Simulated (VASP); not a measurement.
Input of a VASP 6.6.1 run:

INCAR

```
ALGO = Normal
EDIFF = 1E-7
ENCUT = 520
GGA = PE
ISIF = 2
ISMEAR = 0
LASPH = True
LCHARG = False
LREAL = False
LWAVE = False
NBANDS = 13
NELM = 60
PREC = Accurate
SIGMA = 0.15
```

File KPOINTS:

```
k-points
0
Gamma
  20 20 20
```

File POSCAR:

```
W
1.0
   -1.5334080000      1.5334080000      1.5334080000
    1.5334080000     -1.5334080000      1.5334080000
    1.5334080000      1.5334080000     -1.5334080000
W
1
Direct
    0.0000000000      0.0000000000      0.0000000000
```

Potentials or basis: VASP PAW PBE potentials, release 64 (W_sv).

Launch:

```sh
$ cat potpaw_PBE.64/W_sv/POTCAR > POTCAR
$ mpirun -np 1 vasp_std > vasp.out
```

(1) Estimate the band gap on the k mesh.

(2) Estimate the pressure.

Results:

(1) zero (band 7 reaches 18.75 eV, above the bottom of band 8 at 11.46 eV).

(2) 44.1 GPa.

Caveat: the cell differs from its parent crystal (strain -0.040 along x and y, -0.040 along z); spin-orbit coupling is left out, which moves the levels of the heavy elements.
